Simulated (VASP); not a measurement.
Set up this calculation in VASP 6.6.1, as the native input.

```
Task                   : single point
Functional             : PBE
Potentials or basis    : VASP PAW PBE potentials, release 64 (Li_sv, F)
Cutoff                 : 520 eV
k mesh                 : 8 × 8 × 8
Occupations            : gaussian, width 0.01 eV
Spin                   : no spin polarisation
Dipole correction      : no
Further INCAR settings : ALGO = Normal; EDIFF = 1e-06; NBANDS = 12
```

The structure of LiF (Griceite) lies in POSCAR:

```
LiF
1.0
    0.0000000000      2.0734172687      2.0734172687
    2.0734172687      0.0000000000      2.0734172687
    2.0734172687      2.0734172687      0.0000000000
Li F
1 1
Direct
    0.0000000000      0.0000000000      0.0000000000
    0.5000000000      0.5000000000      0.5000000000
```

This cell differs from its parent crystal: volume changed by +6%.

One way to write it, as run:

INCAR

```
SYSTEM = LiF
PREC = Accurate
ENCUT = 520
EDIFF = 1E-6
ISMEAR = 0
SIGMA = 0.01
LREAL = .False.
LASPH = .True.
NELM = 80
ALGO = Normal
ISIF = 2
LWAVE = .False.
LCHARG = .False.
GGA = PE
NBANDS = 12
```

KPOINTS

```
regular mesh
0
Gamma
  8 8 8
  0 0 0
```

Potentials or basis: VASP PAW PBE potentials, release 64 (Li_sv, F).

Launch:

```sh
$ cat potpaw_PBE.64/Li_sv/POTCAR potpaw_PBE.64/F/POTCAR > POTCAR
$ mpirun -np 1 vasp_std > vasp.out
```

It gave:

- Band gap on the k mesh: 8.35 eV, direct

It took 3.9 s on 1 thread of Intel Xeon 6975P-C (shared host), peak memory 0.13 GiB.
